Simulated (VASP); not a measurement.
Wanted: the native input for a VASP 6.6.1 run.

* Task: single point
* Functional: PBE
* Potentials or basis: VASP PAW PBE potentials, release 64 (Ta_pv, C)
* Cutoff: 520 eV
* k mesh: 6 × 6 × 6
* Occupations: gaussian, width 0.1 eV
* Spin: no spin polarisation
* Dipole correction: no
* Further INCAR settings: ALGO = Normal; EDIFF = 1e-07; NBANDS = 16

The structure of TaC2 lies in POSCAR:

```
TaC2
1.0
   -1.7861665100      1.7861665100      2.9839060200
    1.7861665100     -1.7861665100      2.9839060200
    1.7861665100      1.7861665100     -2.9839060200
Ta C
1 2
Direct
    0.0000000000      0.0000000000      0.0000000000
    0.4030000000      0.4030000000      0.0000000000
    0.5970000000      0.5970000000      0.0000000000
```

One way to write it, as run:

INCAR

```
SYSTEM = TaC2
  PREC = Accurate
  ENCUT = 520
  EDIFF = 1E-7
  ISMEAR = 0
  SIGMA = 0.1
  LREAL = .False.
  LASPH = .True.
  NELM = 100
  ALGO = Normal
  ISIF = 2
  LWAVE = .False.
  LCHARG = .False.
  GGA = PE
  NBANDS = 16
```

KPOINTS

```
Automatic mesh
0
Gamma
  6 6 6
  0 0 0
```

Potentials or basis: VASP PAW PBE potentials, release 64 (Ta_pv, C).

Launch:

```sh
$ cat potpaw_PBE.64/Ta_pv/POTCAR potpaw_PBE.64/C/POTCAR > POTCAR
$ mpirun -np 1 vasp_std > vasp.out
```

Results of the run:

| Property | Result |
| --- | --- |
| Pressure | -5.2 GPa |
| Largest force | 16.375 eV/Å |

Caveat: the k points lie up to 0.41 Å⁻¹ apart; forces of over 1 eV/Å act on the atoms, so gaps and moduli don't describe the material at rest.

Wall time 13 s on 1 thread of Intel(R) Xeon(R) Platinum 8488C (Sapphire Rapids) (shared host), peak memory 0.17 GiB.
